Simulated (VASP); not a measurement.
# Ga3Se (I4/mmm) in VASP: single point with PBE

Aim: the single point of Ga3Se with PBE.

All numbers are computed with VASP 6.6.1; they aren't measurements. Logs are shortened: lines on timing, memory, paths and dates and some standing lists are left out, and cuts for length are marked.

**1. The cell of the first run**

It takes space group I4/mmm (No. 139, tetragonal). The conventional cell has a = 4.127 Å, b = 4.127 Å, c = 9.845 Å, α = 90.00°, β = 90.00°, γ = 90.00°. Within 3.8 Å of Ga (site symmetry 4/mmm) lie 4 Se at 2.92 Å and 8 Ga at 3.21 Å. Within 3.8 Å of Ga (site symmetry -4m2) lie 8 Ga at 2.92 to 3.21 Å and 4 Se at 3.21 Å. Se (site symmetry 4/mmm) has 12 Ga at 2.92 to 3.21 Å within 3.8 Å.

**2. Single point, PBE**

Input file INCAR:

```
ALGO = Normal
EDIFF = 1E-6
ENCUT = 520
GGA = PE
ISIF = 2
ISMEAR = 0
LASPH = T
LCHARG = T
LELF = T
LREAL = F
LVHAR = T
LWAVE = F
NBANDS = 30
NELM = 100
PREC = Accurate
SIGMA = 0.1
```

Input file KPOINTS:

```
k-points
0
Gamma
  16 16 16
```

Input file POSCAR:

```
Ga3Se
1.0
   -2.0633960527      2.0633960527      4.9226277873
    2.0633960527     -2.0633960527      4.9226277873
    2.0633960527      2.0633960527     -4.9226277873
Ga Se
3 1
Direct
    0.5000000000      0.5000000000      0.0000000000
    0.2500000000      0.7500000000      0.5000000000
    0.7500000000      0.2500000000      0.5000000000
    0.0000000000      0.0000000000      0.0000000000
```

Potentials or basis: VASP PAW PBE potentials, release 64 (Ga_d, Se).

Launch:

```bash
> cat potpaw_PBE.64/Ga_d/POTCAR potpaw_PBE.64/Se/POTCAR > POTCAR
> mpirun -np 1 vasp_std > vasp.out
```

OUTCAR:

```text
EDIFF = 1E-6
   ENCUT = 520
   GGA = PE
   ISIF = 2
   ISMEAR = 0
   LASPH = T
   LREAL = F
   NELM = 100
   PREC = Accurate

 ion  position               nearest neighbor table
   1  0.500  0.500  0.000-
   2  0.250  0.750  0.500-   3 2.92   3 2.92   3 2.92   3 2.92
   3  0.750  0.250  0.500-   2 2.92   2 2.92   2 2.92   2 2.92
   4  0.000  0.000  0.000-

  LATTYP: Found a body centered tetragonal cell.
 ALAT       =     4.1267921054
 C/A-ratio  =     2.3856921607

  Lattice vectors:

 A1 = (  -2.0633960527,   2.0633960527,   4.9226277873)
 A2 = (   2.0633960527,  -2.0633960527,   4.9226277873)
 A3 = (   2.0633960527,   2.0633960527,  -4.9226277873)

Analysis of symmetry for initial positions (statically):
=====================================================================
 Subroutine PRICEL returns:
 Original cell was already a primitive cell.

 Routine SETGRP: Setting up the symmetry group for a
 body centered tetragonal supercell.

 Subroutine GETGRP returns: Found 16 space group operations
 (whereof 16 operations were pure point group operations)
 out of a pool of 16 trial point group operations.

The static configuration has the point symmetry D_4h.

Analysis of symmetry for dynamics (positions and initial velocities):
=====================================================================
 Subroutine PRICEL returns:
 Original cell was already a primitive cell.

 Routine SETGRP: Setting up the symmetry group for a
 body centered tetragonal supercell.

 Subroutine GETGRP returns: Found 16 space group operations
 (whereof 16 operations were pure point group operations)
 out of a pool of 16 trial point group operations.

The dynamic configuration has the point symmetry D_4h.

 Subroutine INISYM returns: Found 16 space group operations
 (whereof 16 operations are pure point group operations),
 and found     1 'primitive' translations

----------------------------------------------------------------------------------------

                                     Primitive cell

  volume of cell :      83.8344

  direct lattice vectors                    reciprocal lattice vectors
    -2.063396053  2.063396053  4.922627787     0.000000000  0.242318967  0.101571766
     2.063396053 -2.063396053  4.922627787     0.242318967  0.000000000  0.101571766
     2.063396053  2.063396053 -4.922627787     0.242318967  0.242318967  0.000000000

  length of vectors
     5.722540596  5.722540596  5.722540596     0.262745705  0.262745705  0.342690770

  position of ions in fractional coordinates (direct lattice)
     0.500000000  0.500000000  0.000000000
     0.250000000  0.750000000  0.500000000
     0.750000000  0.250000000  0.500000000
     0.000000000  0.000000000  0.000000000

  ion indices of the primitive-cell ions
   primitive index   ion index
                 1           1
                 2           2
                 3           3
                 4           4

----------------------------------------------------------------------------------------

 KPOINTS: k-points

Automatic generation of k-mesh.
 Grid dimensions read from file:
 generate k-points for:   16   16   16

 Generating k-lattice:

  Cartesian coordinates                     Fractional coordinates (reciprocal lattice)
     0.000000000  0.015144935  0.006348235     0.062500000  0.000000000  0.000000000
     0.015144935  0.000000000  0.006348235     0.000000000  0.062500000  0.000000000
     0.015144935  0.015144935  0.000000000     0.000000000  0.000000000  0.062500000

  Length of vectors
     0.016421607  0.016421607  0.021418173

  Shift w.r.t. Gamma in fractional coordinates (k-lattice)
     0.000000000  0.000000000  0.000000000

 Subroutine IBZKPT returns following result:
 ===========================================

 Found    349 irreducible k-points:

 Following reciprocal coordinates:
            Coordinates               Weight
  0.000000  0.000000  0.000000      1.000000
  0.062500  0.000000  0.000000      8.000000
  0.125000  0.000000  0.000000      8.000000
  0.187500  0.000000  0.000000      8.000000
  0.250000  0.000000  0.000000      8.000000
  0.312500  0.000000  0.000000      8.000000
[... 16 lines left out ...]
 -0.125000  0.062500  0.000000     16.000000
 -0.062500  0.062500  0.000000      4.000000
 [... further k-points ...]
   k-points           NKPTS =    349   k-points in BZ     NKDIM =    349   number of bands    NBANDS=     30
   number of dos      NEDOS =    301   number of ions     NIONS =      4
   total plane-waves  NPLWV = 110592
   dimension x,y,z NGX =    48 NGY =   48 NGZ =   48
   dimension x,y,z NGXF=    96 NGYF=   96 NGZF=   96
   ions per type =               3   1
   NGX,Y,Z   is equivalent  to a cutoff of  13.94, 13.94, 13.94 a.u.
   NGXF,Y,Z  is equivalent  to a cutoff of  27.89, 27.89, 27.89 a.u.
 SYSTEM =  unknown system
   PREC   = accura    normal or accurate (medium, high low for compatibility)
   ISTART =      0    job   : 0-new  1-cont  2-samecut
   ICHARG =      2    charge: 1-file 2-atom 10-const
   ISPIN  =      1    spin polarized calculation?
   LNONCOLLINEAR =      F non collinear calculations
   LSORBIT =      F    spin-orbit coupling
   LASPH  =      T    aspherical Exc in radial PAW
   ENCUT  =  520.0 eV  38.22 Ry    6.18 a.u.  10.64 10.64 10.64*2*pi/ulx,y,z
   NELM   =    100;   NELMIN=  2; NELMDL= -5     # of ELM steps
   EDIFF  = 0.1E-05   stopping-criterion for ELM
   LREAL  =      F    real-space projection
   EDIFFG = 0.1E-04   stopping-criterion for IOM
   NSW    =      0    number of steps for IOM
   IBRION =     -1    ionic relax: 0-MD 1-quasi-New 2-CG
   NFREE  =      0    steps in history (QN), initial steepest desc. (CG)
   ISIF   =      2    stress and relaxation
   ISYM   =      2    0-nonsym 1-usesym 2-fastsym
   POTIM  = 0.5000    time-step for ionic-motion
   TEBEG  =    0.0;   TEEND  =   0.0 temperature during run
   PSTRESS=    0.0 pullay stress
   NELECT =      45.0000    total number of electrons
   NUPDOWN=      -1.0000    fix difference up-down
   EMIN   =  10.00;   EMAX   =-10.00  energy-range for DOS
   EFERMI =   0.00;   METHOD = LEGACY
   ISMEAR =     0;   SIGMA  =   0.10  broadening in eV -4-tet -1-fermi 0-gaus
   EFERMI_NEDOS =   21; number of points for ismear=-14 and -15
   IALGO  =     38    algorithm
   IMIX   =      4    mixing-type and parameters
     AMIX     =   0.40;   BMIX     =  1.00
     AMIX_MAG =   1.60;   BMIX_MAG =  1.00
  volume/ion in A,a.u.               =      20.96       141.44
  Fermi-wavevector in a.u.,A,eV,Ry     =   1.330470  2.514223 24.084343  1.770149
  Thomas-Fermi vector in A             =   2.459554
   LORBIT       =      0    0 simple, 1 ext, 2 COOP (PROOUT), +10 PAW based schemes
   GGA     = PE    functional components
   LHFCALC =     F    Hartree Fock is set to
   AEXX    =    0.0000 exact exchange contribution
   IVDW    =     0    specifies the selected vdW correction
   LEPSILON=     F    determine dielectric tensor
   LRPA    =     F    only Hartree local field effects (RPA)
 non-spin polarized calculation
 Gauss-broadening in eV      SIGMA  =   0.10
  energy-cutoff  :      520.00
  volume of cell :       83.83
 maximum number of plane-waves:      2287
 NGX is ok and might be reduce to    48
   NGX = 21   NGY = 21   NGZ = 21

 number of electron      45.0000005 magnetization

 Free energy of the ion-electron system (eV)
  ---------------------------------------------------
  ext. energy  EPLUGINS =         0.00000000
  ---------------------------------------------------
  free energy    TOTEN  =       -12.45477510 eV

  energy without entropy =      -12.45057301  energy(sigma->0) =      -12.45267406

 E-fermi :   4.7376     XC(G=0): -10.4483

 val. band max:        4.7347506779   @ k =  -0.1875   0.3750   0.0625
 cond. band min:       4.7403069451   @ k =   0.4375   0.4375   0.0000
 fundamental gap:      0.0055562672
 Fermi energy:         4.7375541154

 k-point     1 :       0.0000    0.0000    0.0000
  band No.  band energies     occupation
      1     -10.2598      2.00000
      2     -10.1931      2.00000
      3     -10.1758      2.00000
      4     -10.1237      2.00000
      5     -10.1237      2.00000
      6     -10.0380      2.00000
[... 22 lines left out ...]
     29      12.2913      0.00000
     30      13.5818      0.00000

 k-point     2 :       0.0625    0.0000    0.0000
  band No.  band energies     occupation
      1     -10.2565      2.00000
      2     -10.1910      2.00000
      3     -10.1734      2.00000
      4     -10.1241      2.00000
      5     -10.1231      2.00000
      6     -10.0389      2.00000
[... 22 lines left out ...]
     29      12.2122      0.00000
     30      13.7867      0.00000

 k-point     3 :       0.1250    0.0000    0.0000
  band No.  band energies     occupation
      1     -10.2467      2.00000
      2     -10.1852      2.00000
      3     -10.1663      2.00000
      4     -10.1248      2.00000
      5     -10.1213      2.00000
      6     -10.0414      2.00000
[... 22 lines left out ...]
     29      11.9998      0.00000
     30      13.4314      0.00000

 k-point     4 :       0.1875    0.0000    0.0000
  band No.  band energies     occupation
      1     -10.2306      2.00000
      2     -10.1758      2.00000
      3     -10.1551      2.00000
      4     -10.1245      2.00000
      5     -10.1183      2.00000
      6     -10.0455      2.00000
[... 22 lines left out ...]
     29      11.7515      0.00000
     30      12.6387      0.00000

 k-point     5 :       0.2500    0.0000    0.0000
  band No.  band energies     occupation
      1     -10.2088      2.00000
      2     -10.1638      2.00000
      3     -10.1407      2.00000
      4     -10.1219      2.00000
      5     -10.1141      2.00000
      6     -10.0509      2.00000
[... 22 lines left out ...]
     29      11.6413      0.00000
     30      11.7628      0.00000
[... 526 lines left out ...]
     29      11.1633      0.00000
     30      12.1216      0.00000

 k-point    22 :      -0.1875    0.0625   -0.0000
  band No.  band energies     occupation
      1     -10.2302      2.00000
      2     -10.1725      2.00000
      3     -10.1525      2.00000
      4     -10.1294      2.00000
      5     -10.1110      2.00000
      6     -10.0521      2.00000
[... 22 lines left out ...]
     29      11.7300      0.00000
     30      12.3448      0.00000

 k-point    23 :      -0.1250    0.0625    0.0000
  band No.  band energies     occupation
      1     -10.2447      2.00000
      2     -10.1825      2.00000
      3     -10.1638      2.00000
      4     -10.1284      2.00000
      5     -10.1157      2.00000
      6     -10.0462      2.00000
[... 22 lines left out ...]
     29      12.0610      0.00000
     30      12.9342      0.00000

 k-point    24 :      -0.0625    0.0625    0.0000
  band No.  band energies     occupation
      1     -10.2535      2.00000
      2     -10.1889      2.00000
      3     -10.1709      2.00000
      4     -10.1262      2.00000
      5     -10.1198      2.00000
      6     -10.0418      2.00000
[... 22 lines left out ...]
     29      12.2118      0.00000
     30      13.5772      0.00000

 [... further k-points ...]

------------------------ aborting loop because EDIFF is reached ----------------------------------------

  FORCE on cell =-STRESS in cart. coord.  units (eV):
  Direction    XX          YY          ZZ          XY          YZ          ZX
  --------------------------------------------------------------------------------------
  -------------------------------------------------------------------------------------
  Total        0.0307256      0.0307256      0.0269640      0.0000000     -0.0000000      0.0000000
  in kB        0.5872028      0.5872028      0.5153152      0.0000000     -0.0000000      0.0000000
  external PRESSURE =       0.5632402 kB  Pullay stress =       0.0000000 kB

 VOLUME and BASIS-vectors are now :
 -----------------------------------------------------------------------------
  energy-cutoff  :      520.00
  volume of cell :       83.83
      direct lattice vectors                 reciprocal lattice vectors
    -2.063396053  2.063396053  4.922627787     0.000000000  0.242318967  0.101571766
     2.063396053 -2.063396053  4.922627787     0.242318967  0.000000000  0.101571766
     2.063396053  2.063396053 -4.922627787     0.242318967  0.242318967  0.000000000

 POSITION                                       TOTAL-FORCE (eV/Angst)
 -----------------------------------------------------------------------------------
      0.00000      0.00000      4.92263        -0.000000      0.000000      0.000000
      2.06340      0.00000      2.46131         0.000000     -0.000000     -0.000000
      0.00000      2.06340      2.46131         0.000000      0.000000      0.000000
      0.00000      0.00000      0.00000        -0.000000      0.000000      0.000000
 -----------------------------------------------------------------------------------
    total drift:                                0.000000     -0.000000      0.000000

  FREE ENERGIE OF THE ION-ELECTRON SYSTEM (eV)
  ---------------------------------------------------
  free  energy   TOTEN  =       -12.4547751017 eV

  energy  without entropy=      -12.4505730149  energy(sigma->0) =      -12.45267406
```

Run time: 13 min. Hardware: 1 thread of Intel Xeon 6975P-C (Granite Rapids), shared host; peak memory 0.86 GiB.

Results:

```
Free energy            : -12.4548 eV
Pressure               : 0.1 GPa
Band gap on the k mesh : zero (an odd number of electrons rules out a gap without spin polarisation)
```

Levels at points of the mesh, in eV from the Fermi level:
```csv
k point,band 19,band 20,band 21,band 22,band 23,band 24,band 25,band 26
"(0.00, 0.00, 0.00)",-3.15,-2.59,-2.59,-1.02,0.07,0.07,0.83,2.17
"(0.50, 0.00, 0.00)",-5.26,-1.88,-1.02,-0.44,0.32,1.25,2.74,3.19
"(0.50, 0.50, 0.00)",-4.91,-4.84,-4.16,-1.69,-0.78,-0.68,1.30,4.72
"(0.50, 0.50, 0.50)",-3.16,-3.16,-1.46,-0.31,1.59,1.59,2.94,4.27
```
